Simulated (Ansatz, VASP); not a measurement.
## HfC in VASP and in Ansatz

Contents of INCAR:

```
SYSTEM = HfC
PREC = Accurate
ENCUT = 520
EDIFF = 1E-7
ISMEAR = -1
SIGMA = 0.05
LREAL = .FALSE.
LASPH = .TRUE.
NELM = 100
ALGO = Normal
ISIF = 2
LWAVE = .FALSE.
LCHARG = .TRUE.
GGA = PS
LELF = .TRUE.
LVHAR = .TRUE.
NBANDS = 14
```

The input KPOINTS:

```
regular mesh
0
G
  11 11 11
  0 0 0
```

POSCAR

```
HfC
1.0
    0.0000000000      2.3854164456      2.3854164456
    2.3854164456      0.0000000000      2.3854164456
    2.3854164456      2.3854164456      0.0000000000
Hf C
1 1
Direct
    0.5000000000      0.5000000000      0.5000000000
    0.0000000000      0.0000000000      0.0000000000
```

Input for Ansatz:

```yaml
crystal:
  lattice:
    - [0.0, 2.3854164456139926, 2.3854164456139926]
    - [2.3854164456139926, 0.0, 2.3854164456139926]
    - [2.3854164456139926, 2.3854164456139926, 0.0]
  atoms:
    - { symbol: Hf, position: [0.5, 0.5, 0.5] }
    - { symbol: C, position: [0.0, 0.0, 0.0] }
basis:
  ecutwfc: 500.0
kpoints:
  mp_grid:
    grid: [11, 11, 11]
hamiltonian:
  xc: pbesol
  pseudopotentials:
    kind: paw
scf:
  occupations:
    method: fermi_dirac
    width: 0.05
output:
  stress: true
```

Alike in both runs: task single point; functional PBEsol; k mesh 11 × 11 × 11; occupations fermi-dirac, width 0.05 eV; no spin polarisation.

```csv
,VASP,Ansatz
version,VASP 6.6.1,Ansatz 0.2.0
potentials or method,"VASP PAW PBE potentials, release 64 (Hf_pv, C), cutoff 520 eV","plane waves, PAW"
valence electrons in the cell,14,30
```

|  | VASP | Ansatz | Ansatz less VASP |
| --- | --- | --- | --- |
| pressure (GPa) | -21.8 | -21.1 | +0.65 |

VASP's potentials were made for PBE, not for PBEsol. The functional is the same, so the differences come from potentials, cutoffs and numerics. VASP's potentials hold 14 valence electrons a cell and Ansatz's 30, so a difference there can come from the potentials and not from the codes.

Spin-orbit coupling is off throughout.
